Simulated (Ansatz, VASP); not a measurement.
## TiAl3: VASP beside Ansatz

INCAR

```
PREC = Accurate
ENCUT = 520
EDIFF = 1E-6
ISMEAR = 0
SIGMA = 0.1
LREAL = F
LASPH = T
NELM = 80
ALGO = Fast
ISIF = 2
LWAVE = F
LCHARG = F
GGA = PS
NBANDS = 18
```

Contents of KPOINTS:

```
Automatic mesh
0
Gamma
  14 14 14
```

POSCAR

```
TiAl3
1.0
    3.9483448104      0.0000000000      0.0000000000
    0.0000000000      3.9483448104      0.0000000000
    0.0000000000      0.0000000000      4.0273117066
Ti Al
1 3
Direct
    0.0000000000      0.0000000000      0.0000000000
    0.5000000000      0.5000000000      0.0000000000
    0.5000000000      0.0000000000      0.5000000000
    0.0000000000      0.5000000000      0.5000000000
```

Input for Ansatz:

```yaml
crystal:
  lattice:
    - [3.9483448104, 0.0, 0.0]
    - [0.0, 3.9483448104, 0.0]
    - [0.0, 0.0, 4.0273117066]
  atoms:
    - { symbol: Ti, position: [0.0, 0.0, 0.0] }
    - { symbol: Al, position: [0.5, 0.5, 0.0] }
    - { symbol: Al, position: [0.5, 0.0, 0.5] }
    - { symbol: Al, position: [0.0, 0.5, 0.5] }
basis:
  ecutwfc: 420
kpoints:
  mp_grid: { grid: [14, 14, 14] }
hamiltonian:
  xc: pbesol
scf:
  occupations: { method: gaussian, width: 0.1 }
output:
  forces: true
  stress: true
  eigenvalues: true
```

Change from the starting cell: strain along c alone, the other axes held, atoms relaxed: +2.0 %.

Alike in both runs: task single point; functional PBEsol; k mesh 14 × 14 × 14; occupations gaussian, width 0.1 eV; no spin polarisation.

|  | VASP | Ansatz |
| --- | --- | --- |
| version | VASP 6.6.1 | Ansatz 0.2.0 |
| potentials or method | VASP PAW PBE potentials, release 64 (Ti_sv, Al), cutoff 520 eV | scalar-relativistic, plane waves, PAW |
| valence electrons in the cell | 21 | 21 |

|  | VASP | Ansatz | Ansatz less VASP |
| --- | --- | --- | --- |
| gap on the k mesh at the Fermi level (eV) | none | none | - |
| pressure (GPa) | -2.0 | -2.1 | -0.04 |
| traceless stress, the component that is largest in VASP (GPa) | -1.56 | -1.55 | +0.006 |

VASP's potentials were made for PBE, not for PBEsol. A gap of «none» marks a metal or a gap that the smearing closes.
